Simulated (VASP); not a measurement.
Here is a VASP 6.6.1 calculation.

INCAR

```
SYSTEM = ZnCu2
PREC = Accurate
ENCUT = 520
EDIFF = 1E-6
ISMEAR = -1
SIGMA = 0.08
LREAL = .False.
LASPH = .True.
NELM = 60
ALGO = Normal
ISIF = 2
LWAVE = .False.
LCHARG = .False.
LDIPOL = .True.
IDIPOL = 3
DIPOL = 0.5 0.5 0.500
GGA = CA
NBANDS = 24
```

File KPOINTS:

```
Automatic mesh
0
Gamma
  15 15 1
  0 0 0
```

POSCAR

```
ZnCu2
1.0
    2.4874897871      0.0000000000      0.0000000000
    0.0000000000      2.4874897871      0.0000000000
    0.0000000000      0.0000000000     19.5178000000
Cu Zn
2 1
Direct
    0.0000000000      0.0000000000      0.4122684683
    0.0000000000      0.0000000000      0.5877317224
    0.5000000000      0.5000000000      0.4999998093
```

Potentials or basis: VASP PAW LDA potentials, release 64 (Cu, Zn).

Command:

```sh
$ cat potpaw_LDA.64/Cu/POTCAR potpaw_LDA.64/Zn/POTCAR > POTCAR
$ mpirun -np 1 vasp_std > vasp.out
```

**Question.** Predict the largest force.

**Answer.** 0.418 eV/Å.

**Question.** Estimate the band gap on the k mesh.

**Answer.** Zero (bands 17 and 18 overlap by 4.04 eV).

Forces in eV/Å, atoms in the order of the input:
```
Cu   0.000  0.000 -0.418
Cu   0.000  0.000  0.418
Zn   0.000  0.000  0.000
```
